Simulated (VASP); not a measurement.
Set up this calculation in VASP 6.6.1, as the native input.

* Task: band structure
* Functional: TB-mBJ
* Potentials or basis: VASP PAW PBE potentials, release 64 (Cd, In_d, O)
* Cutoff: 520 eV
* k mesh: 6 × 6 × 6
* Occupations: gaussian, width 0.03 eV
* Spin: no spin polarisation
* Further INCAR settings: ALGO = Normal; EDIFF = 1e-06

The system is CdIn2O4.

```
Cd In O
1.0
     0.00000    4.60293    4.60293
     4.60293    0.00000    4.60293
     4.60293    4.60293    0.00000
Cd In O
2 4 8
Cartesian
  0.0000 0.0000 0.0000
  2.3015 2.3015 2.3015
  5.7537 5.7537 5.7537
  5.7537 3.4522 3.4522
  3.4522 3.4522 5.7537
  3.4522 5.7537 3.4522
  7.9362 7.9362 7.9362
  3.5711 5.6348 5.6348
  5.8725 5.8725 7.9362
  5.6348 3.5711 5.6348
  7.9362 5.8725 5.8725
  3.5711 3.5711 3.5711
  5.8725 7.9362 5.8725
  5.6348 5.6348 3.5711
```

One way to write it, as run:

POSCAR

```
CdIn2O4                                 
1.0
    0.0000000000      4.6029269421      4.6029269421
    4.6029269421      0.0000000000      4.6029269421
    4.6029269421      4.6029269421      0.0000000000
  Cd              In              O             
     2     4     8
Direct
     0.0000000000000000    0.0000000000000000    0.0000000000000000
     0.2500000000000000    0.2500000000000000    0.2500000000000000
     0.6250000000000000    0.6250000000000000    0.6250000000000000
     0.1250000000000000    0.6250000000000000    0.6250000000000000
     0.6250000000000000    0.6250000000000000    0.1250000000000000
     0.6250000000000000    0.1250000000000000    0.6250000000000000
     0.8620871070017699    0.8620871070017699    0.8620871070017699
     0.8362613210053027    0.3879128929982301    0.3879128929982301
     0.8620871070017699    0.8620871070017699    0.4137386789946973
     0.3879128929982301    0.8362613210053027    0.3879128929982301
     0.4137386789946973    0.8620871070017699    0.8620871070017699
     0.3879128929982301    0.3879128929982301    0.3879128929982301
     0.8620871070017699    0.4137386789946973    0.8620871070017699
     0.3879128929982301    0.3879128929982301    0.8362613210053027
```

INCAR.step1

```
SYSTEM = CdIn2O4
PREC     = Accurate       ! precision mode
ENCUT    = 520            ! plane-wave cutoff, eV
EDIFF    = 1E-5           ! SCF threshold, eV
ISMEAR   = 0              ! smearing method
SIGMA    = 0.03           ! smearing width, eV
LREAL    = .FALSE.        ! projectors in reciprocal space
LASPH    = .TRUE.         ! aspherical terms in the spheres
NELM     = 80             ! most SCF steps
ALGO     = Normal         ! electronic algorithm
ISIF     = 2              ! what is computed and relaxed
LWAVE    = .TRUE.         ! write WAVECAR
LCHARG   = .FALSE.        ! write CHGCAR
KPAR     = 4            
GGA      = PE             ! functional
```

INCAR.step2

```
SYSTEM = CdIn2O4
PREC     = Accurate       ! precision mode
ENCUT    = 520            ! plane-wave cutoff, eV
EDIFF    = 1E-6           ! SCF threshold, eV
ISMEAR   = 0              ! smearing method
SIGMA    = 0.03           ! smearing width, eV
LREAL    = .FALSE.        ! projectors in reciprocal space
LASPH    = .TRUE.         ! aspherical terms in the spheres
NELM     = 80             ! most SCF steps
ALGO     = Normal         ! electronic algorithm
ISIF     = 2              ! what is computed and relaxed
LWAVE    = .FALSE.        ! write WAVECAR
LCHARG   = .FALSE.        ! write CHGCAR
METAGGA  = MBJ            ! meta-GGA
KPAR     = 4            
ISTART   = 1
```

KPOINTS

```
regular mesh
0
G
  6 6 6
  0 0 0
```

KPOINTS_OPT

```
explicit points
202
Reciprocal
 0.0000000000  0.0000000000  0.0000000000 1
 0.0555555556  0.0000000000  0.0555555556 1
 0.1111111111  0.0000000000  0.1111111111 1
 0.1666666667  0.0000000000  0.1666666667 1
 0.2222222222  0.0000000000  0.2222222222 1
 0.2777777778  0.0000000000  0.2777777778 1
[... 194 lines left out ...]
 0.4819481000  0.0180519000  0.5000000000 1
 0.5180519000 -0.0180519000  0.5000000000 1
```

Potentials or basis: VASP PAW PBE potentials, release 64 (Cd, In_d, O).

Launch:

```console
$ cat potpaw_PBE.64/Cd/POTCAR potpaw_PBE.64/In_d/POTCAR potpaw_PBE.64/O/POTCAR > POTCAR
$ cp INCAR.step1 INCAR
$ mpirun -np 4 vasp_std > vasp.out
$ cp INCAR.step2 INCAR
$ mpirun -np 4 vasp_std > vasp.out
```

Results of the run:

```
Band gap on the k mesh  : 3.07 eV (least direct gap 3.10 eV)
Band gap along the path : 3.07 eV (least direct gap 3.10 eV)
```

Caveat: spin-orbit coupling is left out, which moves the levels of the heavy elements.

It took 11 min on 4 MPI ranks on Intel(R) Xeon(R) 6975P-C (Granite Rapids) (shared host), peak memory 0.58 GiB a rank.
